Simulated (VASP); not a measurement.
Write the native input for VASP 6.6.1 that does the following.

* Task: single point
* Functional: LDA
* Potentials or basis: VASP PAW LDA potentials, release 64 (Sr_sv)
* Cutoff: 520 eV
* k mesh: 14 × 14 × 14
* Occupations: gaussian, width 0.15 eV
* Spin: no spin polarisation
* Dipole correction: no
* Further INCAR settings: ALGO = Fast; EDIFF = 1e-06; NBANDS = 11

The structure of Sr lies in POSCAR:

```
Sr
1.0
   -2.4250000000      2.2431250000      2.4250000000
    2.4250000000     -2.2431250000      2.4250000000
    2.4250000000      2.2431250000     -2.4250000000
Sr
1
Direct
    0.0000000000      0.0000000000      0.0000000000
```

This cell differs from its parent crystal: strain -0.0750 x Voigt [0, 1, 0, 0, 0, 0].

These files were run (other wordings do the same):

INCAR

```
  ALGO = Fast
  EDIFF = 1E-6
  ENCUT = 520
  ISIF = 2
  ISMEAR = 0
  LASPH = True
  LCHARG = False
  LREAL = False
  LWAVE = False
  NBANDS = 11
  NELM = 80
  PREC = Accurate
  SIGMA = 0.15
```

KPOINTS

```
k-points
0
Gamma
  14 14 14
```

Potentials or basis: VASP PAW LDA potentials, release 64 (Sr_sv).

Run with:

```console
$ cat potpaw_LDA.64/Sr_sv/POTCAR > POTCAR
$ mpirun -np 1 vasp_std > vasp.out
```

Results of the run:

The pressure is -1.2 GPa and the band gap on the k mesh is zero (band 5 reaches 1.79 eV, above the bottom of band 6 at 1.42 eV).

Caveat: the cell differs from its parent crystal (strain -0.0750 x Voigt [0, 1, 0, 0, 0, 0]).

Run time: 47 s on 1 thread of Intel(R) Xeon(R) 6975P-C (Granite Rapids) (shared host), peak memory 0.25 GiB.
